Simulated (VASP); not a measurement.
Input of a VASP 6.6.1 run:

File INCAR:

```
  ALGO = Fast
  EDIFF = 1E-6
  ENCUT = 520
  GGA = PS
  ISIF = 2
  ISMEAR = 0
  LASPH = T
  LCHARG = F
  LREAL = F
  LWAVE = F
  NBANDS = 18
  NELM = 80
  PREC = Accurate
  SIGMA = 0.15
```

File KPOINTS:

```
k-points
0
Gamma
  18 18 8
```

File POSCAR:

```
Y
1.0
    3.5602117562      0.0000000000      0.0000000000
   -1.7801058781      3.0832338237      0.0000000000
    0.0000000000      0.0000000000      5.7474000000
Y
2
Direct
    0.3333333333      0.6666666667      0.2500000000
    0.6666666667      0.3333333333      0.7500000000
```

Potentials or basis: VASP PAW PBE potentials, release 64 (Y_sv).

Run with:

```bash
$ cat potpaw_PBE.64/Y_sv/POTCAR > POTCAR
$ mpirun -np 1 vasp_std > vasp.out
```

**Question.** What does it give for the pressure?

**Answer.** -0.5 GPa.

**Question.** Estimate the band gap on the k mesh.

**Answer.** Zero (bands 11 and 12 overlap by 1.24 eV).

Stress tensor (GPa, compression positive):
```
 0.24  0.00  0.00
 0.00  0.24  0.00
 0.00  0.00 -1.85
```

Caveat: the cell differs from its parent crystal (strain -0.025 along x and y, +0.000 along z); the PAW data sets were made with another functional, which shifts forces and pressure a little.
